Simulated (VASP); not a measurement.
# Zn2BF (P-4m2) in VASP: single point with PBE

Aim: the single point of Zn2BF with PBE.

Program: VASP 6.6.1. These are calculated values, not measurements. Logs are shortened: lines on timing, memory, paths and dates and some standing lists are left out, and cuts for length are marked.

**1. The cell of the first run**

It takes space group P-4m2 (No. 115, tetragonal). The conventional cell has a = 3.188 Å, b = 3.188 Å, c = 5.757 Å, α = 90.00°, β = 90.00°, γ = 90.00°. Zn (site symmetry 2mm) has 2 B at 2.08 Å and 2 F at 2.22 Å within 2.8 Å. B (site symmetry -4m2) has 4 Zn at 2.08 Å within 2.8 Å. Within 2.9 Å of F (site symmetry -4m2) lie 4 Zn at 2.22 Å.

**2. Single point, PBE**

Contents of INCAR:

```
SYSTEM = Zn2BF
PREC = Accurate ; ENCUT = 600
EDIFF = 1E-6 ; ISMEAR = 0
SIGMA = 0.15 ; LREAL = .FALSE.
LASPH = .TRUE. ; NELM = 120
ALGO = Normal ; ISIF = 2
LWAVE = .FALSE. ; LCHARG = .TRUE.
GGA = PE ; LELF = .TRUE.
LVHAR = .TRUE. ; NBANDS = 25
GGA_COMPAT = .FALSE.
```

Contents of KPOINTS:

```
Automatic mesh
0
G
  4 4 3
  0 0 0
```

Contents of POSCAR:

```
Zn2BF
1.0
    3.1879818975      0.0000000000      0.0000000000
    0.0000000000      3.1879818975      0.0000000000
    0.0000000000      0.0000000000      5.7571307025
Zn B F
2 1 1
Direct
    0.5000000000      0.0000000000      0.7685420818
    0.0000000000      0.5000000000      0.2314579182
    0.0000000000      0.0000000000      0.0000000000
    0.5000000000      0.5000000000      0.5000000000
```

Potentials or basis: VASP PAW PBE potentials, release 64 (Zn, B, F).

Launch:

```
$ cat potpaw_PBE.64/Zn/POTCAR potpaw_PBE.64/B/POTCAR potpaw_PBE.64/F/POTCAR > POTCAR
$ mpirun -np 1 vasp_std > vasp.out
```

OUTCAR:

```text
SYSTEM = Zn2BF
   PREC = Accurate
   ENCUT = 600
   EDIFF = 1E-6
   ISMEAR = 0
   LREAL = .FALSE.
   LASPH = .TRUE.
   NELM = 120
   ISIF = 2
   GGA = PE

 ion  position               nearest neighbor table
   1  0.500  0.000  0.769-   3 2.08   3 2.08   4 2.22   4 2.22
   2  0.000  0.500  0.231-   3 2.08   3 2.08   4 2.22   4 2.22
   3  0.000  0.000  0.000-   1 2.08   2 2.08   2 2.08   1 2.08
   4  0.500  0.500  0.500-   1 2.22   2 2.22   1 2.22   2 2.22

  LATTYP: Found a simple tetragonal cell.
 ALAT       =     3.1879818975
 C/A-ratio  =     1.8058856316

  Lattice vectors:

 A1 = (   3.1879818975,   0.0000000000,   0.0000000000)
 A2 = (   0.0000000000,   3.1879818975,   0.0000000000)
 A3 = (   0.0000000000,   0.0000000000,   5.7571307025)

Analysis of symmetry for initial positions (statically):
=====================================================================
 Subroutine PRICEL returns:
 Original cell was already a primitive cell.

 Routine SETGRP: Setting up the symmetry group for a
 simple tetragonal supercell.

 Subroutine GETGRP returns: Found  8 space group operations
 (whereof  8 operations were pure point group operations)
 out of a pool of 16 trial point group operations.

The static configuration has the point symmetry D_2d.

Analysis of symmetry for dynamics (positions and initial velocities):
=====================================================================
 Subroutine PRICEL returns:
 Original cell was already a primitive cell.

 Routine SETGRP: Setting up the symmetry group for a
 simple tetragonal supercell.

 Subroutine GETGRP returns: Found  8 space group operations
 (whereof  8 operations were pure point group operations)
 out of a pool of 16 trial point group operations.

The dynamic configuration has the point symmetry D_2d.

 Subroutine INISYM returns: Found  8 space group operations
 (whereof  8 operations are pure point group operations),
 and found     1 'primitive' translations

----------------------------------------------------------------------------------------

                                     Primitive cell

  volume of cell :      58.5110

  direct lattice vectors                    reciprocal lattice vectors
     3.187981897  0.000000000  0.000000000     0.313678067  0.000000000  0.000000000
     0.000000000  3.187981897  0.000000000     0.000000000  0.313678067  0.000000000
     0.000000000  0.000000000  5.757130702     0.000000000  0.000000000  0.173697637

  length of vectors
     3.187981897  3.187981897  5.757130702     0.313678067  0.313678067  0.173697637

  position of ions in fractional coordinates (direct lattice)
     0.500000000  0.000000000  0.768542082
     0.000000000  0.500000000  0.231457918
     0.000000000  0.000000000  0.000000000
     0.500000000  0.500000000  0.500000000

  ion indices of the primitive-cell ions
   primitive index   ion index
                 1           1
                 2           2
                 3           3
                 4           4

----------------------------------------------------------------------------------------

 KPOINTS: Automatic mesh

Automatic generation of k-mesh.
 Grid dimensions read from file:
 generate k-points for:    4    4    3

 Generating k-lattice:

  Cartesian coordinates                     Fractional coordinates (reciprocal lattice)
     0.078419517  0.000000000  0.000000000     0.250000000  0.000000000  0.000000000
     0.000000000  0.078419517  0.000000000     0.000000000  0.250000000  0.000000000
     0.000000000  0.000000000  0.057899212     0.000000000  0.000000000  0.333333333

  Length of vectors
     0.078419517  0.078419517  0.057899212

  Shift w.r.t. Gamma in fractional coordinates (k-lattice)
     0.000000000  0.000000000  0.000000000

 Subroutine IBZKPT returns following result:
 ===========================================

 Found     12 irreducible k-points:

 Following reciprocal coordinates:
            Coordinates               Weight
  0.000000  0.000000  0.000000      1.000000
  0.250000  0.000000  0.000000      4.000000
  0.500000  0.000000  0.000000      2.000000
  0.250000  0.250000  0.000000      4.000000
  0.500000  0.250000  0.000000      4.000000
  0.500000  0.500000  0.000000      1.000000
  0.000000  0.000000  0.333333      2.000000
  0.250000  0.000000  0.333333      8.000000
  0.500000  0.000000  0.333333      4.000000
  0.250000  0.250000  0.333333      8.000000
  0.500000  0.250000  0.333333      8.000000
  0.500000  0.500000  0.333333      2.000000
   k-points           NKPTS =     12   k-points in BZ     NKDIM =     12   number of bands    NBANDS=     25
   number of dos      NEDOS =    301   number of ions     NIONS =      4
   total plane-waves  NPLWV =  37632
   dimension x,y,z NGX =    28 NGY =   28 NGZ =   48
   dimension x,y,z NGXF=    56 NGYF=   56 NGZF=   96
   ions per type =               2   1   1
   NGX,Y,Z   is equivalent  to a cutoff of  14.60, 14.60, 13.86 a.u.
   NGXF,Y,Z  is equivalent  to a cutoff of  29.20, 29.20, 27.72 a.u.
 SYSTEM =  Zn2BF
   PREC   = accura    normal or accurate (medium, high low for compatibility)
   ISTART =      0    job   : 0-new  1-cont  2-samecut
   ICHARG =      2    charge: 1-file 2-atom 10-const
   ISPIN  =      1    spin polarized calculation?
   LNONCOLLINEAR =      F non collinear calculations
   LSORBIT =      F    spin-orbit coupling
   LASPH  =      T    aspherical Exc in radial PAW
   ENCUT  =  600.0 eV  44.10 Ry    6.64 a.u.   6.37  6.37 11.50*2*pi/ulx,y,z
   NELM   =    120;   NELMIN=  2; NELMDL= -5     # of ELM steps
   EDIFF  = 0.1E-05   stopping-criterion for ELM
   LREAL  =      F    real-space projection
   EDIFFG = 0.1E-04   stopping-criterion for IOM
   NSW    =      0    number of steps for IOM
   IBRION =     -1    ionic relax: 0-MD 1-quasi-New 2-CG
   NFREE  =      0    steps in history (QN), initial steepest desc. (CG)
   ISIF   =      2    stress and relaxation
   ISYM   =      2    0-nonsym 1-usesym 2-fastsym
   POTIM  = 0.5000    time-step for ionic-motion
   TEBEG  =    0.0;   TEEND  =   0.0 temperature during run
   PSTRESS=    0.0 pullay stress
   NELECT =      34.0000    total number of electrons
   NUPDOWN=      -1.0000    fix difference up-down
   EMIN   =  10.00;   EMAX   =-10.00  energy-range for DOS
   EFERMI =   0.00;   METHOD = LEGACY
   ISMEAR =     0;   SIGMA  =   0.15  broadening in eV -4-tet -1-fermi 0-gaus
   EFERMI_NEDOS =   21; number of points for ismear=-14 and -15
   IALGO  =     38    algorithm
   IMIX   =      4    mixing-type and parameters
     AMIX     =   0.40;   BMIX     =  1.00
     AMIX_MAG =   1.60;   BMIX_MAG =  1.00
  volume/ion in A,a.u.               =      14.63        98.71
  Fermi-wavevector in a.u.,A,eV,Ry     =   1.366119  2.581591 25.392297  1.866281
  Thomas-Fermi vector in A             =   2.492288
   LORBIT       =      0    0 simple, 1 ext, 2 COOP (PROOUT), +10 PAW based schemes
   GGA     = PE    functional components
   LHFCALC =     F    Hartree Fock is set to
   AEXX    =    0.0000 exact exchange contribution
   IVDW    =     0    specifies the selected vdW correction
   LEPSILON=     F    determine dielectric tensor
   LRPA    =     F    only Hartree local field effects (RPA)
 non-spin polarized calculation
 Gauss-broadening in eV      SIGMA  =   0.15
  energy-cutoff  :      600.00
  volume of cell :       58.51
 maximum number of plane-waves:      1962
 NGX is ok and might be reduce to    28
   NGX = 13   NGY = 13   NGZ = 23

 number of electron      33.9999975 magnetization

 Free energy of the ion-electron system (eV)
  ---------------------------------------------------
  ext. energy  EPLUGINS =         0.00000000
  ---------------------------------------------------
  free energy    TOTEN  =       -11.58773339 eV

  energy without entropy =      -11.55642586  energy(sigma->0) =      -11.57207962

 E-fermi :   1.6321     XC(G=0): -10.0377

 val. band max:        1.5527899593   @ k =   0.2500   0.2500   0.3333
 cond. band min:       1.6920748430   @ k =   0.0000   0.0000   0.0000
 fundamental gap:      0.1392848837
 Fermi energy:         1.6320629379

 k-point     1 :       0.0000    0.0000    0.0000
  band No.  band energies     occupation
      1     -22.8174      2.00000
      2      -7.5879      2.00000
      3      -6.1975      2.00000
      4      -5.6868      2.00000
      5      -5.6673      2.00000
      6      -5.6673      2.00000
[... 17 lines left out ...]
     24      11.6890      0.00000
     25      12.8994      0.00000

 k-point     2 :       0.2500    0.0000    0.0000
  band No.  band energies     occupation
      1     -22.7683      2.00000
      2      -7.1309      2.00000
      3      -6.1065      2.00000
      4      -5.7484      2.00000
      5      -5.5973      2.00000
      6      -5.5802      2.00000
[... 17 lines left out ...]
     24      12.4231      0.00000
     25      13.4148      0.00000

 k-point     3 :       0.5000    0.0000    0.0000
  band No.  band energies     occupation
      1     -22.7184      2.00000
      2      -6.6186      2.00000
      3      -6.0827      2.00000
      4      -5.9102      2.00000
      5      -5.5435      2.00000
      6      -5.4971      2.00000
[... 17 lines left out ...]
     24      12.5569      0.00000
     25      12.7894      0.00000

 k-point     4 :       0.2500    0.2500    0.0000
  band No.  band energies     occupation
      1     -22.7219      2.00000
      2      -6.7431      2.00000
      3      -6.0211      2.00000
      4      -5.8537      2.00000
      5      -5.5793      2.00000
      6      -5.4609      2.00000
[... 17 lines left out ...]
     24      12.3409      0.00000
     25      12.5938      0.00000
[... 141 lines left out ...]
 k-point    10 :       0.2500    0.2500    0.3333
  band No.  band energies     occupation
      1     -22.7216      2.00000
      2      -6.7464      2.00000
      3      -6.0178      2.00000
      4      -5.7447      2.00000
      5      -5.5839      2.00000
      6      -5.4698      2.00000
[... 17 lines left out ...]
     24      11.6457      0.00000
     25      13.8081      0.00000

 k-point    11 :       0.5000    0.2500    0.3333
  band No.  band energies     occupation
      1     -22.6747      2.00000
      2      -6.3944      2.00000
      3      -5.9792      2.00000
      4      -5.7899      2.00000
      5      -5.6249      2.00000
      6      -5.4284      2.00000
[... 17 lines left out ...]
     24      10.8418      0.00000
     25      12.2035      0.00000

 k-point    12 :       0.5000    0.5000    0.3333
  band No.  band energies     occupation
      1     -22.6305      2.00000
      2      -6.1921      2.00000
      3      -5.9518      2.00000
      4      -5.8024      2.00000
      5      -5.8024      2.00000
      6      -5.3894      2.00000
[... 17 lines left out ...]
     24      10.8869      0.00000
     25      10.8869      0.00000

------------------------ aborting loop because EDIFF is reached ----------------------------------------

  FORCE on cell =-STRESS in cart. coord.  units (eV):
  Direction    XX          YY          ZZ          XY          YZ          ZX
  --------------------------------------------------------------------------------------
  -------------------------------------------------------------------------------------
  Total       -0.2010635     -0.2010635      0.0652424      0.0000000      0.0000000      0.0000000
  in kB       -5.5056188     -5.5056188      1.7864984      0.0000000      0.0000000      0.0000000
  external PRESSURE =      -3.0749130 kB  Pullay stress =       0.0000000 kB

 VOLUME and BASIS-vectors are now :
 -----------------------------------------------------------------------------
  energy-cutoff  :      600.00
  volume of cell :       58.51
      direct lattice vectors                 reciprocal lattice vectors
     3.187981897  0.000000000  0.000000000     0.313678067  0.000000000  0.000000000
     0.000000000  3.187981897  0.000000000     0.000000000  0.313678067  0.000000000
     0.000000000  0.000000000  5.757130702     0.000000000  0.000000000  0.173697637

 POSITION                                       TOTAL-FORCE (eV/Angst)
 -----------------------------------------------------------------------------------
      1.59399      0.00000      4.42460         0.000000     -0.000000     -0.049120
      0.00000      1.59399      1.33253        -0.000000     -0.000000      0.049120
      0.00000      0.00000      0.00000        -0.000000     -0.000000      0.000000
      1.59399      1.59399      2.87857        -0.000000      0.000000      0.000000
 -----------------------------------------------------------------------------------
    total drift:                                0.000000     -0.000000      0.000000

  FREE ENERGIE OF THE ION-ELECTRON SYSTEM (eV)
  ---------------------------------------------------
  free  energy   TOTEN  =       -11.5877333918 eV

  energy  without entropy=      -11.5564258570  energy(sigma->0) =      -11.57207962
```

Run time: 15 s. Hardware: 1 thread of AMD EPYC 9R45 (Zen 5), shared host; peak memory 0.15 GiB.

Results:

- Free energy: -11.5877 eV
- Pressure: -0.3 GPa
- Largest force: 0.049 eV/Å
- Band gap on the k mesh: zero (bands 17 and 18 overlap by 2.82 eV)

Forces on the atoms (eV/Å):
```
Zn   0.000  0.000 -0.049
Zn   0.000  0.000  0.049
B    0.000  0.000  0.000
F    0.000  0.000  0.000
```

Caveat: the k points lie up to 0.49 Å⁻¹ apart, too coarse for converged energies and pressures of a metal.

The gap in the log of VASP goes by the Fermi energy; the results here count the filled bands.